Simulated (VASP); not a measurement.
# MnS (Browneite) (F-43m) in VASP: single point with PBEsol+D4

Aim: the single point of MnS (Browneite) with PBEsol+D4.

All numbers are computed with VASP 6.6.1; they aren't measurements. Logs are shortened: lines on timing, memory, paths and dates and some standing lists are left out, and cuts for length are marked.

## 1. The cell of the first run

It takes space group F-43m (No. 216, cubic). The conventional cell has a = 5.600 Å, b = 5.600 Å, c = 5.600 Å, α = 90.00°, β = 90.00°, γ = 90.00°. Mn (site symmetry -43m) has 4 S at 2.42 Å within 3.2 Å. Within 3.2 Å of S (site symmetry -43m) lie 4 Mn at 2.42 Å.

## 2. Single point, PBEsol+D4, collinear spin, ferromagnetic start

The input, INCAR:

```
  ALGO = Normal
  EDIFF = 1E-7
  ENCUT = 520
  GGA = PS
  ISIF = 2
  ISMEAR = 1
  ISPIN = 2
  IVDW = 13
  LASPH = True
  LCHARG = False
  LMAXMIX = 4
  LORBIT = 11
  LREAL = False
  LWAVE = False
  MAGMOM = 2.8 0
  NBANDS = 20
  NELM = 150
  PREC = Accurate
  SIGMA = 0.2
```

The input, KPOINTS:

```
k-points
0
Gamma
  6 6 6
```

The input, POSCAR:

```
MnS
1.0
    0.0000000000      2.8000000000      2.8000000000
    2.8000000000      0.0000000000      2.8000000000
    2.8000000000      2.8000000000      0.0000000000
Mn S
1 1
Direct
    0.0000000000      0.0000000000      0.0000000000
    0.2500000000      0.2500000000      0.2500000000
```

Potentials or basis: VASP PAW PBE potentials, release 64 (Mn_pv, S).

Run with:

```sh
$ cat potpaw_PBE.64/Mn_pv/POTCAR potpaw_PBE.64/S/POTCAR > POTCAR
$ mpirun -np 1 vasp_std > vasp.out
```

OUTCAR:

```text
EDIFF = 1E-7
   ENCUT = 520
   GGA = PS
   ISIF = 2
   ISMEAR = 1
   ISPIN = 2
   IVDW = 13
   LASPH = True
   LORBIT = 11
   LREAL = False
   NELM = 150
   PREC = Accurate

 ion  position               nearest neighbor table
   1  0.000  0.000  0.000-   2 2.42   2 2.42   2 2.42   2 2.42
   2  0.250  0.250  0.250-   1 2.42   1 2.42   1 2.42   1 2.42

  LATTYP: Found a face centered cubic cell.
 ALAT       =     5.6000000000

  Lattice vectors:

 A1 = (   0.0000000000,   2.8000000000,   2.8000000000)
 A2 = (   2.8000000000,   0.0000000000,   2.8000000000)
 A3 = (   2.8000000000,   2.8000000000,   0.0000000000)

Analysis of symmetry for initial positions (statically):
=====================================================================
 Subroutine PRICEL returns:
 Original cell was already a primitive cell.

 Routine SETGRP: Setting up the symmetry group for a
 face centered cubic supercell.

 Subroutine GETGRP returns: Found 24 space group operations
 (whereof 24 operations were pure point group operations)
 out of a pool of 48 trial point group operations.

The static configuration has the point symmetry T_d .

Analysis of symmetry for dynamics (positions and initial velocities):
=====================================================================
 Subroutine PRICEL returns:
 Original cell was already a primitive cell.

 Routine SETGRP: Setting up the symmetry group for a
 face centered cubic supercell.

 Subroutine GETGRP returns: Found 24 space group operations
 (whereof 24 operations were pure point group operations)
 out of a pool of 48 trial point group operations.

The dynamic configuration has the point symmetry T_d .

Analysis of structural, dynamic, and magnetic symmetry:
=====================================================================
 Subroutine PRICEL returns:
 Original cell was already a primitive cell.

 Routine SETGRP: Setting up the symmetry group for a
 face centered cubic supercell.

 Subroutine GETGRP returns: Found 24 space group operations
 (whereof 24 operations were pure point group operations)
 out of a pool of 48 trial point group operations.

The overall configuration has the point symmetry T_d .

 Subroutine INISYM returns: Found 24 space group operations
 (whereof 24 operations are pure point group operations),
 and found     1 'primitive' translations

----------------------------------------------------------------------------------------

                                     Primitive cell

  volume of cell :      43.9040

  direct lattice vectors                    reciprocal lattice vectors
     0.000000000  2.800000000  2.800000000    -0.178571429  0.178571429  0.178571429
     2.800000000  0.000000000  2.800000000     0.178571429 -0.178571429  0.178571429
     2.800000000  2.800000000  0.000000000     0.178571429  0.178571429 -0.178571429

  length of vectors
     3.959797975  3.959797975  3.959797975     0.309294787  0.309294787  0.309294787

  position of ions in fractional coordinates (direct lattice)
     0.000000000  0.000000000  0.000000000
     0.250000000  0.250000000  0.250000000

  ion indices of the primitive-cell ions
   primitive index   ion index
                 1           1
                 2           2

----------------------------------------------------------------------------------------

 KPOINTS: k-points

Automatic generation of k-mesh.
 Grid dimensions read from file:
 generate k-points for:    6    6    6

 Generating k-lattice:

  Cartesian coordinates                     Fractional coordinates (reciprocal lattice)
    -0.029761905  0.029761905  0.029761905     0.166666667  0.000000000  0.000000000
     0.029761905 -0.029761905  0.029761905     0.000000000  0.166666667  0.000000000
     0.029761905  0.029761905 -0.029761905     0.000000000  0.000000000  0.166666667

  Length of vectors
     0.051549131  0.051549131  0.051549131

  Shift w.r.t. Gamma in fractional coordinates (k-lattice)
     0.000000000  0.000000000  0.000000000

 Subroutine IBZKPT returns following result:
 ===========================================

 Found     16 irreducible k-points:

 Following reciprocal coordinates:
            Coordinates               Weight
  0.000000  0.000000  0.000000      1.000000
  0.166667  0.000000  0.000000      8.000000
  0.333333  0.000000  0.000000      8.000000
  0.500000  0.000000  0.000000      4.000000
  0.166667  0.166667  0.000000      6.000000
  0.333333  0.166667  0.000000     24.000000
[... 8 lines left out ...]
 -0.333333  0.333333  0.166667     24.000000
 -0.333333  0.500000  0.166667     12.000000
   k-points           NKPTS =     16   k-points in BZ     NKDIM =     16   number of bands    NBANDS=     20
   number of dos      NEDOS =    301   number of ions     NIONS =      2
   total plane-waves  NPLWV =  27000
   dimension x,y,z NGX =    30 NGY =   30 NGZ =   30
   dimension x,y,z NGXF=    60 NGYF=   60 NGZF=   60
   ions per type =               1   1
   NGX,Y,Z   is equivalent  to a cutoff of  12.60, 12.60, 12.60 a.u.
   NGXF,Y,Z  is equivalent  to a cutoff of  25.19, 25.19, 25.19 a.u.
 SYSTEM =  unknown system
   PREC   = accura    normal or accurate (medium, high low for compatibility)
   ISTART =      0    job   : 0-new  1-cont  2-samecut
   ICHARG =      2    charge: 1-file 2-atom 10-const
   ISPIN  =      2    spin polarized calculation?
   LNONCOLLINEAR =      F non collinear calculations
   LSORBIT =      F    spin-orbit coupling
   LASPH  =      T    aspherical Exc in radial PAW
   ENCUT  =  520.0 eV  38.22 Ry    6.18 a.u.   7.36  7.36  7.36*2*pi/ulx,y,z
   NELM   =    150;   NELMIN=  2; NELMDL= -5     # of ELM steps
   EDIFF  = 0.1E-06   stopping-criterion for ELM
   LREAL  =      F    real-space projection
   EDIFFG = 0.1E-05   stopping-criterion for IOM
   NSW    =      0    number of steps for IOM
   IBRION =     -1    ionic relax: 0-MD 1-quasi-New 2-CG
   NFREE  =      0    steps in history (QN), initial steepest desc. (CG)
   ISIF   =      2    stress and relaxation
   ISYM   =      2    0-nonsym 1-usesym 2-fastsym
   POTIM  = 0.5000    time-step for ionic-motion
   TEBEG  =    0.0;   TEEND  =   0.0 temperature during run
   PSTRESS=    0.0 pullay stress
   NELECT =      19.0000    total number of electrons
   NUPDOWN=      -1.0000    fix difference up-down
   EMIN   =  10.00;   EMAX   =-10.00  energy-range for DOS
   EFERMI =   0.00;   METHOD = LEGACY
   ISMEAR =     1;   SIGMA  =   0.20  broadening in eV -4-tet -1-fermi 0-gaus
   EFERMI_NEDOS =   21; number of points for ismear=-14 and -15
   IALGO  =     38    algorithm
   IMIX   =      4    mixing-type and parameters
     AMIX     =   0.40;   BMIX     =  1.00
     AMIX_MAG =   1.60;   BMIX_MAG =  1.00
  volume/ion in A,a.u.               =      21.95       148.14
  Fermi-wavevector in a.u.,A,eV,Ry     =   1.238297  2.340041 20.862879  1.533378
  Thomas-Fermi vector in A             =   2.372828
   LORBIT       =     11    0 simple, 1 ext, 2 COOP (PROOUT), +10 PAW based schemes
   GGA     = PS    functional components
   LHFCALC =     F    Hartree Fock is set to
   AEXX    =    0.0000 exact exchange contribution
   IVDW    =    13    specifies the selected vdW correction
   LEPSILON=     F    determine dielectric tensor
   LRPA    =     F    only Hartree local field effects (RPA)
 spin polarized calculation
 Methfessel and Paxton  Order N= 1 SIGMA  =   0.20
  energy-cutoff  :      520.00
  volume of cell :       43.90
 maximum number of plane-waves:      1243
 NGX is ok and might be reduce to    30
   NGX = 15   NGY = 15   NGZ = 15

 number of electron      18.9999987 magnetization       4.8600772

 Free energy of the ion-electron system (eV)
  ---------------------------------------------------
  ext. energy  EPLUGINS =         0.00000000
  ---------------------------------------------------
  free energy    TOTEN  =       -14.75443663 eV

  energy without entropy =      -14.75090830  energy(sigma->0) =      -14.75326052

 E-fermi :   4.3625     XC(G=0):  -9.5253

 val. band max:        4.3299204031   @ k =  -0.3333   0.5000   0.1667
 cond. band min:       4.4098216484   @ k =   0.1667   0.0000   0.0000
 fundamental gap:      0.0799012453
 Fermi energy:         4.3624786669

 spin component 1

 k-point     1 :       0.0000    0.0000    0.0000
  band No.  band energies     occupation
      1     -46.1847      1.00000
      2     -46.1847      1.00000
      3     -46.1847      1.00000
      4      -9.5105      1.00000
      5      -0.4793      1.00000
      6      -0.4793      1.00000
[... 12 lines left out ...]
     19      16.2058      0.00000
     20      16.9058      0.00000
[... 323 lines left out ...]
 k-point    16 :      -0.3333    0.5000    0.1667
  band No.  band energies     occupation
      1     -46.1875      1.00000
      2     -46.1864      1.00000
      3     -46.1860      1.00000
      4      -8.5880      1.00000
      5      -1.1734      1.00000
      6      -0.3114      1.00000
[... 12 lines left out ...]
     19      17.1225      0.00000
     20      17.4176      0.00000
 Fermi energy:         4.3624786669

 spin component 2

 k-point     1 :       0.0000    0.0000    0.0000
  band No.  band energies     occupation
      1     -41.6894      1.00000
      2     -41.6894      1.00000
      3     -41.6894      1.00000
      4      -9.1867      1.00000
      5       1.0953      1.00000
      6       1.0953      1.00000
[... 12 lines left out ...]
     19      17.0855      0.00000
     20      17.8606      0.00000
[... 323 lines left out ...]
 k-point    16 :      -0.3333    0.5000    0.1667
  band No.  band energies     occupation
      1     -41.6936      1.00000
      2     -41.6919      1.00000
      3     -41.6913      1.00000
      4      -8.3243      1.00000
      5      -0.3345      1.00000
      6       0.5211      1.00000
[... 12 lines left out ...]
     19      17.7612      0.00000
     20      18.0006      0.00000

------------------------ aborting loop because EDIFF is reached ----------------------------------------

  DFT-D4 for vdW energy calculation

  Edisp (eV):   -0.38052

  FORCE on cell =-STRESS in cart. coord.  units (eV):
  Direction    XX          YY          ZZ          XY          YZ          ZX
  --------------------------------------------------------------------------------------
  -------------------------------------------------------------------------------------
  Total      -1.01430    -1.01430    -1.01430     0.00000     0.00000     0.00000
  in kB     -37.01476   -37.01476   -37.01476     0.00000     0.00000     0.00000
  external pressure =      -37.01 kB  Pullay stress =        0.00 kB

 VOLUME and BASIS-vectors are now :
 -----------------------------------------------------------------------------
  energy-cutoff  :      520.00
  volume of cell :       43.90
      direct lattice vectors                 reciprocal lattice vectors
     0.000000000  2.800000000  2.800000000    -0.178571429  0.178571429  0.178571429
     2.800000000  0.000000000  2.800000000     0.178571429 -0.178571429  0.178571429
     2.800000000  2.800000000  0.000000000     0.178571429  0.178571429 -0.178571429

 POSITION                                       TOTAL-FORCE (eV/Angst)
 -----------------------------------------------------------------------------------
      0.00000      0.00000      0.00000         0.000000     -0.000000     -0.000000
      1.40000      1.40000      1.40000        -0.000000      0.000000      0.000000
 -----------------------------------------------------------------------------------
    total drift:                               -0.000000     -0.000000     -0.000000

  FREE ENERGIE OF THE ION-ELECTRON SYSTEM (eV)
  ---------------------------------------------------
  free  energy   TOTEN  =       -15.1349609646 eV

  energy  without entropy=      -15.1314326313  energy(sigma->0) =      -15.13378485

 total charge

# of ion       s       p       d       tot
------------------------------------------
    1        0.263   6.215   4.904  11.382
    2        1.310   2.417   0.000   3.727
--------------------------------------------------
tot          1.573   8.632   4.904  15.109

 magnetization (x)

# of ion       s       p       d       tot
------------------------------------------
    1        0.048   0.065   4.172   4.286
    2        0.010   0.064   0.000   0.074
--------------------------------------------------
tot          0.058   0.129   4.172   4.360
```

It took 39 s on 1 thread of AMD EPYC 7R43 (Zen 3), shared host; peak memory 0.14 GiB.

What came out:

```yaml
Free_energy: -15.1350 eV
Pressure: -3.7 GPa
Net_moment: 4.86 μB per cell
Site_moments: Mn +4.29; S +0.07 μB
Valence_electrons_inside_the_program's_atomic_spheres: Mn 11.38; S 3.73
Dispersion_energy_per_atom: -0.190 eV
```

Levels at points of the mesh, in eV from the Fermi level:
Spin up:
```csv
k point,band 8,band 9,band 10,band 11,band 12,band 13,band 14,band 15,band 16,band 17
"(0.00, 0.00, 0.00)",-3.15,-3.15,0.31,0.31,0.31,0.88,5.81,5.81,5.81,10.69
"(0.50, 0.00, 0.00)",-3.04,-3.04,-2.83,-0.73,-0.73,2.88,6.25,6.25,6.77,10.85
"(0.50, 0.50, 0.00)",-3.16,-2.93,-2.67,-2.11,-2.11,2.69,4.28,9.01,10.68,10.68
```
Spin down:
| k point | band 3 | band 4 | band 5 | band 6 | band 7 | band 8 | band 9 | band 10 | band 11 | band 12 |
| --- | --- | --- | --- | --- | --- | --- | --- | --- | --- | --- |
| (0.00, 0.00, 0.00) | -46.05 | -13.55 | -3.27 | -3.27 | -3.27 | 0.83 | 0.83 | 1.85 | 3.04 | 3.04 |
| (0.50, 0.00, 0.00) | -46.05 | -12.90 | -5.14 | -3.19 | -3.19 | 0.88 | 0.95 | 0.95 | 2.06 | 2.06 |
| (0.50, 0.50, 0.00) | -46.05 | -12.69 | -5.05 | -3.30 | -3.30 | -0.04 | 0.84 | 1.26 | 1.32 | 1.32 |

Caveat: the PAW data sets were made with another functional, which shifts forces and pressure a little; a cell with one magnetic atom can't hold antiferromagnetic order, which such compounds often take; semilocal functionals often make such compounds metallic where correlation or magnetic order opens a gap, which also shifts bond lengths; pairwise dispersion overbinds metals, which lowers pressure and volume.
